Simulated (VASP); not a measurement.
# Ag: single point with PBEsol+D4

Ag:

```
CELL_PARAMETERS angstrom
0.00000 2.00846 2.00846
2.00846 0.00000 2.00846
2.00846 2.00846 0.00000
ATOMIC_POSITIONS crystal
Ag 0.00000 0.00000 0.00000
```

```yaml
Program: VASP 6.6.1
Task: single point
Functional: PBEsol
Dispersion: D4
Potentials_or_basis: VASP PAW PBE potentials, release 64 (Ag)
Cutoff: 520 eV
k_mesh: 11 × 11 × 11
Occupations: fermi-dirac, width 0.05 eV
Spin: no spin polarisation
Dipole_correction: no
Further_INCAR_settings: ALGO = Normal; EDIFF = 1e-06; NBANDS = 12
```

```yaml
Pressure: -0.3 GPa
Dispersion_energy_per_atom: -0.347 eV
```

Levels at points of the mesh, in eV from the Fermi level:
```tsv
k point	band 2	band 3	band 4	band 5	band 6	band 7	band 8	band 9	band 10	band 11
(0.00, 0.00, 0.00)	-5.15	-5.15	-5.15	-4.00	-4.00	15.91	19.79	19.79	19.79	24.74
```

Wall time 4.7 s on 1 thread of Intel(R) Xeon(R) 6975P-C (Granite Rapids), on a shared host, peak memory 0.14 GiB.

Caveat: the PAW data sets were made with another functional, which shifts forces and pressure a little; pairwise dispersion overbinds metals, which lowers pressure and volume.
